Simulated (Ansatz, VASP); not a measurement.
## Two plane-wave programs on LiMgBN2

INCAR

```
SYSTEM = LiMgBN2
ALGO = Normal ; EDIFF = 1E-6
ENCUT = 520 ; GGA = PE
ISIF = 2 ; ISMEAR = -1
LASPH = .TRUE. ; LCHARG = .FALSE.
LREAL = .FALSE. ; LWAVE = .FALSE.
NBANDS = 17 ; NELM = 60
PREC = Accurate ; SIGMA = 0.05
```

KPOINTS

```
k-points
0
G
  10 10 10
  0 0 0
```

Contents of POSCAR:

```
LiMgBN2
1.0
   -1.9096560000      1.9096560000      4.4435220000
    1.9096560000     -1.9096560000      4.4435220000
    1.9096560000      1.9096560000     -4.4435220000
Mg N B Li
1 2 1 1
Direct
    0.7496000000      0.2349170000      0.4888820000
    0.3501520000      0.3379670000     -0.0149040000
    0.6525080000      0.6550000000     -0.0017340000
    0.4988180000      0.5112720000      0.0084880000
    0.2530850000      0.7650530000      0.5143940000
```

input.yaml

```yaml
crystal:
  lattice:
    - [-1.909656, 1.909656, 4.443522]
    - [1.909656, -1.909656, 4.443522]
    - [1.909656, 1.909656, -4.443522]
  atoms:
    - { symbol: Mg, position: [0.7496, 0.234917, 0.488882] }
    - { symbol: "N", position: [0.350152, 0.337967, -0.014904] }
    - { symbol: "N", position: [0.652508, 0.655, -0.001734] }
    - { symbol: B, position: [0.498818, 0.511272, 0.008488] }
    - { symbol: Li, position: [0.253085, 0.765053, 0.514394] }
hamiltonian:
  xc: pbe
  pseudopotentials: { kind: paw }
kpoints:
  mp_grid: { grid: [10, 10, 10] }
scf:
  occupations: { method: fermi_dirac, width: 0.05 }
output:
  forces: true
  stress: true
  eigenvalues: true
  write_density: true
  write_potential: true
  elf: true
  volumetric_format: npy
```

Change from the starting cell: atoms moved at random, drawn with an rms of 0.05 Å.

Alike in both runs: task single point; functional PBE; k mesh 10 × 10 × 10; occupations fermi-dirac, width 0.05 eV; no spin polarisation.

|  | VASP | Ansatz |
| --- | --- | --- |
| version | VASP 6.6.1 | Ansatz 0.2.0 |
| potentials or method | VASP PAW PBE potentials, release 64 (Mg, N, B, Li_sv) | Ansatz PAW |
| plane-wave cutoff (eV) | 520 | 420 |
| valence electrons in the cell | 18 | 26 |

Ansatz gave:

| Item | Value |
| --- | --- |
| gap on the k mesh at the Fermi level (eV) | 2.55 |
| least direct gap on the mesh (eV) | 3.48 |
| rms of the force components (eV/Å) | 0.527 |

Which values does VASP return?

gap on the k mesh at the Fermi level (eV): 2.55; least direct gap on the mesh (eV): 3.47; rms of the force components (eV/Å): 0.527.

Atom by atom the forces differ by 0.004 eV/Å (rms over components). The functional is the same, so the differences come from potentials, cutoffs and numerics. VASP's potentials hold 18 valence electrons a cell and Ansatz's 26, so a difference there can come from the potentials and not from the codes.

Noted on VASP's run: the cutoff is short for stress, so the pressure is rough.
